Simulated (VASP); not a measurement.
# BN (P1) in VASP: settings compared

Aim: see how the results for BN move with the level of theory and the settings. Levels: r2SCAN50, r2SCAN0, LDA. Tasks: single point.

Program: VASP 6.6.1. These are calculated values, not measurements. Logs are shortened: lines on timing, memory, paths and dates and some standing lists are left out, and cuts for length are marked.

**1. The cell of the first run**

The typed cell holds 2 atoms: a = 2.508 Å, b = 2.508 Å, c = 3.274 Å, α = 101.11°, β = 101.11°, γ = 119.81°.

**2. Single point, r2SCAN50**

The input, POSCAR:

```
BN
1.0
    2.5080409239      0.0000000000      0.0000000000
   -1.2467107647      2.1762310413      0.0000000000
   -0.6306650796     -1.0881155206      3.0225400000
N B
1 1
Direct
    0.6685060000      0.3323850000      0.9849990000
    0.9796430000      0.9834990000      0.0018060000
```

The input, INCAR.step1:

```
ALGO = Normal
EDIFF = 1E-5
ENCUT = 520
GGA = PE
ISIF = 2
ISMEAR = -1
LASPH = T
LCHARG = F
LREAL = F
LWAVE = T
NBANDS = 11
NELM = 100
PREC = Accurate
SIGMA = 0.05
```

The input, INCAR.step2:

```
AEXX = 0.5
ALGO = Normal
EDIFF = 1E-6
ENCUT = 520
ISIF = 2
ISMEAR = -1
ISTART = 1
LASPH = T
LCHARG = F
LHFCALC = T
LMIXTAU = T
LREAL = F
LWAVE = F
METAGGA = R2SCAN
NBANDS = 11
NELM = 100
PREC = Accurate
PRECFOCK = Normal
SIGMA = 0.05
```

The input, KPOINTS:

```
k-points
0
Gamma
  7 7 5
```

Potentials or basis: VASP PAW PBE potentials, release 64 (N, B).

Started as:

```
$ cat potpaw_PBE.64/N/POTCAR potpaw_PBE.64/B/POTCAR > POTCAR
$ cp INCAR.step1 INCAR
$ mpirun -np 1 vasp_std > vasp.out
$ cp INCAR.step2 INCAR
$ mpirun -np 1 vasp_std > vasp.out
```

OUTCAR:

```text
AEXX = 0.5
   EDIFF = 1E-6
   ENCUT = 520
   ISIF = 2
   ISMEAR = -1
   ISTART = 1
   LASPH = T
   LHFCALC = T
   LREAL = F
   METAGGA = R2SCAN
   NELM = 100
   PREC = Accurate
   PRECFOCK = Normal

 ion  position               nearest neighbor table
   1  0.669  0.332  0.985-   2 1.40   2 1.43   2 1.52
   2  0.980  0.983  0.002-   1 1.40   1 1.43   1 1.52

  LATTYP: Found a face centered orthorhombic cell.
 ALAT       =     2.5153400000
 B/A-ratio  =     1.7253460765
 C/A-ratio  =     2.4032854405

  Lattice vectors:

 A1 = (  -1.8773758443,   1.0881155207,   3.0225400000)
 A2 = (   0.6306650796,   1.0881155207,   3.0225400000)
 A3 = (  -1.2467107647,   2.1762310413,   0.0000000000)

Analysis of symmetry for initial positions (statically):
=====================================================================
 Subroutine PRICEL returns:
 Original cell was already a primitive cell.

 Routine SETGRP: Setting up the symmetry group for a
 face centered orthorhombic supercell.

 Subroutine GETGRP returns: Found  1 space group operations
 (whereof  1 operations were pure point group operations)
 out of a pool of  8 trial point group operations.

The static configuration has the point symmetry C_1 .

Analysis of symmetry for dynamics (positions and initial velocities):
=====================================================================
 Subroutine PRICEL returns:
 Original cell was already a primitive cell.

 Routine SETGRP: Setting up the symmetry group for a
 face centered orthorhombic supercell.

 Subroutine GETGRP returns: Found  1 space group operations
 (whereof  1 operations were pure point group operations)
 out of a pool of  8 trial point group operations.

The dynamic configuration has the point symmetry C_1 .

 Subroutine INISYM returns: Found  1 space group operations
 (whereof  1 operations are pure point group operations),
 and found     1 'primitive' translations

----------------------------------------------------------------------------------------

                                     Primitive cell

  volume of cell :      16.4973

  direct lattice vectors                    reciprocal lattice vectors
     2.508040924  0.000000000  0.000000000     0.398717577  0.228415773  0.165423783
    -1.246710765  2.176231041  0.000000000     0.000000000  0.459510034  0.165423783
    -0.630665080 -1.088115521  3.022540000     0.000000000  0.000000000  0.330847565

  length of vectors
     2.508040924  2.508040924  3.273756540     0.488379462  0.488379462  0.330847565

  position of ions in fractional coordinates (direct lattice)
     0.668506000  0.332385000  0.984999000
     0.979643000  0.983499000  0.001806000

  ion indices of the primitive-cell ions
   primitive index   ion index
                 1           1
                 2           2

----------------------------------------------------------------------------------------

 KPOINTS: k-points

Automatic generation of k-mesh.
 Grid dimensions read from file:
 generate k-points for:    7    7    5

 Generating k-lattice:

  Cartesian coordinates                     Fractional coordinates (reciprocal lattice)
     0.056959654  0.032630825  0.023631969     0.142857143 -0.000000000  0.000000000
     0.000000000  0.065644291  0.023631969     0.000000000  0.142857143  0.000000000
     0.000000000  0.000000000  0.066169513     0.000000000  0.000000000  0.200000000

  Length of vectors
     0.069768495  0.069768495  0.066169513

  Shift w.r.t. Gamma in fractional coordinates (k-lattice)
     0.000000000  0.000000000  0.000000000

 -----------------------------------------------------------------------------
|                                                                             |
|           W    W    AA    RRRRR   N    N  II  N    N   GGGG   !!!           |
|           W    W   A  A   R    R  NN   N  II  NN   N  G    G  !!!           |
|           W    W  A    A  R    R  N N  N  II  N N  N  G       !!!           |
|           W WW W  AAAAAA  RRRRR   N  N N  II  N  N N  G  GGG   !            |
|           WW  WW  A    A  R   R   N   NN  II  N   NN  G    G                |
|           W    W  A    A  R    R  N    N  II  N    N   GGGG   !!!           |
|                                                                             |
|     Your reciprocal lattice and k-lattice belong to different lattice       |
|     classes:                                                                |
|                                                                             |
|        The reciprocal lattice is body-centered orthorhombic,                |
|        whereas your k-lattice is base-centered monoclinic.                  |
|                                                                             |
|     Results are often still useful ...                                      |
|                                                                             |
 -----------------------------------------------------------------------------

 WARNING: IBZKPT: internal override: KBLOWUP is changed to .FALSE.
      ... skipping the blow-up phase ...

 Subroutine IBZKPT returns following result:
 ===========================================

 Found    123 irreducible k-points:

 Following reciprocal coordinates:
            Coordinates               Weight
  0.000000  0.000000  0.000000      1.000000
  0.142857  0.000000  0.000000      2.000000
  0.285714  0.000000  0.000000      2.000000
  0.428571  0.000000 -0.000000      2.000000
  0.000000  0.142857  0.000000      2.000000
  0.142857  0.142857  0.000000      2.000000
[... 16 lines left out ...]
 -0.428571  0.428571 -0.000000      2.000000
 -0.285714  0.428571 -0.000000      2.000000
 [... further k-points ...]
   k-points           NKPTS =    123   k-points in BZ     NKDIM =    245   number of bands    NBANDS=     11
   number of dos      NEDOS =    301   number of ions     NIONS =      2
   total plane-waves  NPLWV =   9600
   dimension x,y,z NGX =    20 NGY =   20 NGZ =   24
   dimension x,y,z NGXF=    40 NGYF=   40 NGZF=   48
   ions per type =               1   1
   NGX,Y,Z   is equivalent  to a cutoff of  13.26, 13.26, 12.19 a.u.
   NGXF,Y,Z  is equivalent  to a cutoff of  26.51, 26.51, 24.38 a.u.
 SYSTEM =  unknown system
   PREC   = accura    normal or accurate (medium, high low for compatibility)
   ISTART =      1    job   : 0-new  1-cont  2-samecut
   ICHARG =      0    charge: 1-file 2-atom 10-const
   ISPIN  =      1    spin polarized calculation?
   LNONCOLLINEAR =      F non collinear calculations
   LSORBIT =      F    spin-orbit coupling
   LASPH  =      T    aspherical Exc in radial PAW
   ENCUT  =  520.0 eV  38.22 Ry    6.18 a.u.   4.66  4.66  6.09*2*pi/ulx,y,z
   NELM   =    100;   NELMIN=  2; NELMDL=  0     # of ELM steps
   EDIFF  = 0.1E-05   stopping-criterion for ELM
   LREAL  =      F    real-space projection
   EDIFFG = 0.1E-04   stopping-criterion for IOM
   NSW    =      0    number of steps for IOM
   IBRION =     -1    ionic relax: 0-MD 1-quasi-New 2-CG
   NFREE  =      0    steps in history (QN), initial steepest desc. (CG)
   ISIF   =      2    stress and relaxation
   ISYM   =      3    0-nonsym 1-usesym 2-fastsym
   POTIM  = 0.5000    time-step for ionic-motion
   TEBEG  =    0.0;   TEEND  =   0.0 temperature during run
   PSTRESS=    0.0 pullay stress
   NELECT =       8.0000    total number of electrons
   NUPDOWN=      -1.0000    fix difference up-down
   EMIN   =  10.00;   EMAX   =-10.00  energy-range for DOS
   EFERMI =   0.00;   METHOD = LEGACY
   ISMEAR =    -1;   SIGMA  =   0.05  broadening in eV -4-tet -1-fermi 0-gaus
   EFERMI_NEDOS =   21; number of points for ismear=-14 and -15
   IALGO  =     38    algorithm
   IMIX   =      1    mixing-type and parameters
     AMIX     =   0.40;   BMIX     =  1.00
     AMIX_MAG =   1.60;   BMIX_MAG =  1.00
  volume/ion in A,a.u.               =       8.25        55.66
  Fermi-wavevector in a.u.,A,eV,Ry     =   1.286178  2.430523 22.507475  1.654253
  Thomas-Fermi vector in A             =   2.418268
   LORBIT       =      0    0 simple, 1 ext, 2 COOP (PROOUT), +10 PAW based schemes
   METAGGA = R2SCAN    functional components
   LHFCALC =     T    Hartree Fock is set to
   PRECFOCK=normal    Normal, Fast or Accurate (Low or Medium for compatibility)
   ENCUT4O =  -1.0   cutoff for four orbital integrals eV
   NKREDX  =     1    reduce k-point grid by
   NKREDY  =     1    reduce k-point grid by
   NKREDZ  =     1    reduce k-point grid by
   AEXX    =    0.5000 exact exchange contribution
   HFSCREEN=    0.0000 screening length (either q_TF or 0.3 A-1)
   HFSCREENC=   0.0000 screening length for correlation (either q_TF or 0.3 A-1)
   ENCUTFOCK=  -1.0 apply spherical cutoff to Coloumb kernel
   IVDW    =     0    specifies the selected vdW correction
   LEPSILON=     F    determine dielectric tensor
   LRPA    =     F    only Hartree local field effects (RPA)
 non-spin polarized calculation
  energy-cutoff  :      520.00
  volume of cell :       16.50
 maximum number of plane-waves:       454
  NGX = 14; NGY = 14; NGZ = 20

 number of electron       8.0000000 magnetization

 Free energy of the ion-electron system (eV)
  ---------------------------------------------------
  ext. energy  EPLUGINS =         0.00000000
  ---------------------------------------------------
  free energy    TOTEN  =       -25.77184064 eV

  energy without entropy =      -25.77184064  energy(sigma->0) =      -25.77184064

 E-fermi :   1.8004     XC(G=0):  -6.3341

 val. band max:        0.8276319929   @ k =   0.4286   0.4286   0.0000
 cond. band min:       8.1383963884   @ k =  -0.4286  -0.4286   0.4000
 fundamental gap:      7.3107643954
 Fermi energy:         1.8004262855

 k-point     1 :       0.0000    0.0000    0.0000
  band No.  band energies     occupation
      1     -21.2613      2.00000
      2      -3.6045      2.00000
      3      -2.1664      2.00000
      4      -0.2162      2.00000
      5      10.4762      0.00000
      6      16.3457      0.00000
      7      18.5019      0.00000
      8      20.2121      0.00000
      9      21.3107      0.00000
     10      31.9161      0.00000
     11      33.5702      0.00000
[... 309 lines left out ...]
 k-point    24 :      -0.2857    0.4286   -0.0000
  band No.  band energies     occupation
      1     -18.3540      2.00000
      2      -8.6359      2.00000
      3      -4.8416      2.00000
      4      -0.2553      2.00000
      5      12.6132      0.00000
      6      15.1941      0.00000
      7      18.7271      0.00000
      8      21.6806      0.00000
      9      23.2837      0.00000
     10      27.1177      0.00000
     11      32.0280      0.00000

 [... further k-points ...]
[... 5 lines left out ...]
  --------------------------------------------------------------------------------------
  -------------------------------------------------------------------------------------
  Total       -1.8002152     -0.6917052      0.5878885     -0.4466141      0.1237652      0.0617797
  in kB     -174.8329727    -67.1768944     57.0944430    -43.3741876     12.0198054      5.9999083
  external PRESSURE =     -61.6384747 kB  Pullay stress =       0.0000000 kB

 VOLUME and BASIS-vectors are now :
 -----------------------------------------------------------------------------
  energy-cutoff  :      520.00
  volume of cell :       16.50
      direct lattice vectors                 reciprocal lattice vectors
     2.508040924  0.000000000  0.000000000     0.398717577  0.228415773  0.165423783
    -1.246710765  2.176231041  0.000000000     0.000000000  0.459510034  0.165423783
    -0.630665080 -1.088115521  3.022540000     0.000000000  0.000000000  0.330847565

 POSITION                                       TOTAL-FORCE (eV/Angst)
 -----------------------------------------------------------------------------------
      0.64105     -0.34845      2.97720        -1.745149     -2.170352      0.699134
      1.22971      2.13836      0.00546         1.745149      2.170352     -0.699134
 -----------------------------------------------------------------------------------
    total drift:                               -0.000366      0.000394      0.000208

  FREE ENERGIE OF THE ION-ELECTRON SYSTEM (eV)
  ---------------------------------------------------
  free  energy   TOTEN  =       -25.7718406378 eV

  energy  without entropy=      -25.7718406377  energy(sigma->0) =      -25.77184064
```

Run time: 26 min. Hardware: 1 thread of AMD EPYC 7R13 (Zen 3), shared host; peak memory 0.13 GiB.

What came out:

```
Free energy            : -25.7718 eV
Pressure               : -6.2 GPa
Largest force          : 2.871 eV/Å
Band gap on the k mesh : 7.31 eV (least direct gap 9.40 eV)
```

Forces on the atoms (eV/Å):
```
N   -1.745 -2.170  0.699
B    1.745  2.170 -0.699
```

Stress tensor (GPa, compression positive):
```
-17.48  -4.34   0.60
 -4.34  -6.72   1.20
  0.60   1.20   5.71
```

Levels at points of the mesh, in eV from the valence-band top:
| k point | band 1 | band 2 | band 3 | band 4 | band 5 | band 6 | band 7 | band 8 | band 9 |
| --- | --- | --- | --- | --- | --- | --- | --- | --- | --- |
| (0.00, 0.00, 0.00) | -22.09 | -4.43 | -2.99 | -1.04 | 9.65 | 15.52 | 17.67 | 19.38 | 20.48 |

Caveat: the k points lie up to 0.44 Å⁻¹ apart; the PAW data sets were made with another functional, which shifts forces and pressure a little; an odd mesh through Γ misses points on the zone boundary, where band edges can lie.

[end of part 1 of 3]
